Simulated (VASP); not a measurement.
Set up this calculation in VASP 6.6.1, as the native input.

* Task: single point
* Functional: LDA
* Potentials or basis: VASP PAW LDA potentials, release 64 (Sb)
* Cutoff: 520 eV
* k mesh: 5 × 5 × 4
* Occupations: gaussian, width 0.1 eV
* Spin: non-collinear spin, zero start, spin-orbit coupling
* Starting moments: [[0.0, 0.0, 0.0], [0.0, 0.0, 0.0], [0.0, 0.0, 0.0], [0.0, 0.0, 0.0]] μB
* Dipole correction: no
* Further INCAR settings: ALGO = Normal; EDIFF = 1e-06; NBANDS = 34

The structure of Sb lies in POSCAR:

```
Sb
1.0
    4.5277000000      0.0000000000      0.0000000000
    0.0000000000      4.4211000000      0.0000000000
   -1.3205190000      0.0000000000      6.3643480000
Sb
4
Direct
    0.3399300000      0.2500000000      0.6836700000
    0.9366380000      0.7500000000      0.7627580000
    0.0633620000      0.2500000000      0.2372420000
    0.6600700000      0.7500000000      0.3163300000
```

One way to write it, as run:

INCAR

```
  PREC = Accurate
  ENCUT = 520
  EDIFF = 1E-6
  ISMEAR = 0
  SIGMA = 0.1
  LREAL = F
  LASPH = T
  NELM = 150
  ALGO = Normal
  ISIF = 2
  LWAVE = F
  LCHARG = F
  MAGMOM = 0 0 0 0 0 0 0 0 0 0 0 0
  LORBIT = 11
  LSORBIT = T
  GGA_COMPAT = F
  LORBMOM = T
  GGA = CA
  NBANDS = 34
```

KPOINTS

```
Automatic mesh
0
Gamma
  5 5 4
```

Potentials or basis: VASP PAW LDA potentials, release 64 (Sb).

The run is started by

```console
$ cat potpaw_LDA.64/Sb/POTCAR > POTCAR
$ mpirun -np 1 vasp_ncl > vasp.out
```

Results of the run:

* Pressure: -3.3 GPa
* Largest force: 0.115 eV/Å
* Net moment: 0.00 μB per cell
* Valence electrons inside the program's atomic spheres: Sb 2.40, 2.38 (each value once)

Caveat: the cell stands under tension.

It took 91 s on 1 thread of Intel(R) Xeon(R) 6975P-C (Granite Rapids), on a shared host, peak memory 0.46 GiB.
